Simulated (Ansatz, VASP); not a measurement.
## Two plane-wave programs on B

```
B
1.0
     2.84197    0.00000    0.00000
    -1.42099    2.46122    0.00000
     0.00000    0.00000    6.63641
B
7
Direct
  0.66667 0.33333 0.66381
  0.00000 0.00000 0.75415
  0.66667 0.33333 0.91078
  0.33333 0.66667 0.08922
  0.00000 0.00000 0.24585
  0.33333 0.66667 0.33619
  0.00000 0.00000 0.50000
```

Alike in both runs: functional PBE; k mesh 6 × 6 × 4; occupations gaussian, width 0.1 eV; no spin polarisation.

Ansatz relaxed the structure, and its values are those at the end. VASP's run is a single point on that final structure, the one shown.

```csv
,VASP,Ansatz
version,VASP 6.6.1,Ansatz 0.2.0
potentials or method,"VASP PAW PBE potentials, release 64 (B), cutoff 520 eV","scalar-relativistic, plane waves, PAW"
valence electrons in the cell,21,21
```

|  | VASP | Ansatz | Ansatz less VASP |
| --- | --- | --- | --- |
| gap on the k mesh at the Fermi level (eV) | none | none | - |
| pressure (GPa) | 0.1 | 0.0 | -0.10 |
| rms of the force components (eV/Å) | 0.005 | 0.006 | +0.0003 |

A gap of «none» marks a metal or a gap that the smearing closes. With one functional, cell and mesh, what is left measures potentials, basis and numerics.

The k mesh is coarse, so the values compare programs but aren't converged.
